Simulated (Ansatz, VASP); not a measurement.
**Mg: VASP and Ansatz over several settings**

```xyz
2
Lattice="3.2515 0.0000 0.0000 -1.6258 2.8159 0.0000 0.0000 0.0000 5.2789" Properties=species:S:1:pos:R:3 pbc="T T T"
Mg    1.6258    0.9386    3.9591
Mg    0.0000    1.8773    1.3197
```

Single points on this cell with VASP 6.6.1 and Ansatz 0.2.0. Each row is one pair of runs. Alike in all rows: spin: off; smearing: fermi-dirac, width 0.05 eV.

| level | k mesh | VASP's potentials, cutoff | Ansatz's potentials, cutoff | gap on the k mesh at the Fermi level (eV), VASP | gap on the k mesh at the Fermi level (eV), Ansatz | pressure (GPa), VASP | pressure (GPa), Ansatz |
| --- | --- | --- | --- | --- | --- | --- | --- |
| LDA | 10 × 10 × 5 | VASP PAW LDA potentials, release 64 (Mg), 520 eV | Ansatz PAW, 420 eV | none | none | -3.7 | -3.4 |
| PBE+D4 | 10 × 10 × 5 | VASP PAW PBE potentials, release 64 (Mg), 520 eV | Ansatz PAW, 420 eV | none | none | -2.7 | -2.6 |
| PBEsol+D4 | 10 × 10 × 5 | VASP PAW PBE potentials, release 64 (Mg), 520 eV | Ansatz PAW, 420 eV | none | ? | -2.9 | ? |
| RPBE+D4 | 10 × 10 × 5 | VASP PAW PBE potentials, release 64 (Mg), 520 eV | Ansatz PAW, 420 eV | none | none | -2.6 | -2.4 |
| r2SCAN0 | 5 × 5 × 3 | VASP PAW PBE potentials, release 64 (Mg), 520 eV | Ansatz PAW, 500 eV | none | none | -2.5 | -2.2 |
| revPBE | 10 × 10 × 5 | VASP PAW PBE potentials, release 64 (Mg), 520 eV | Ansatz PAW, 420 eV | none | none | -0.9 | -0.8 |
| BLYP+D3(BJ) | 10 × 10 × 5 | VASP PAW PBE potentials, release 64 (Mg), 520 eV | Ansatz PAW, 420 eV | none | none | -4.8 | -4.7 |
| SVWN5 | 10 × 10 × 5 | VASP PAW PBE potentials, release 64 (Mg), 520 eV | Ansatz PAW, 420 eV | none | none | -3.4 | -3.5 |

Task: Fill in what Ansatz gave in row 3.

Result: gap on the k mesh at the Fermi level (eV): none; pressure (GPa): -2.8.

VASP's potentials hold 4 valence electrons a cell and Ansatz's 20, so a difference there can come from the potentials and not from the codes.

A gap of «none» marks a metal or a gap that the smearing closes.

The k mesh is coarse in some rows, so the values compare programs but aren't converged.
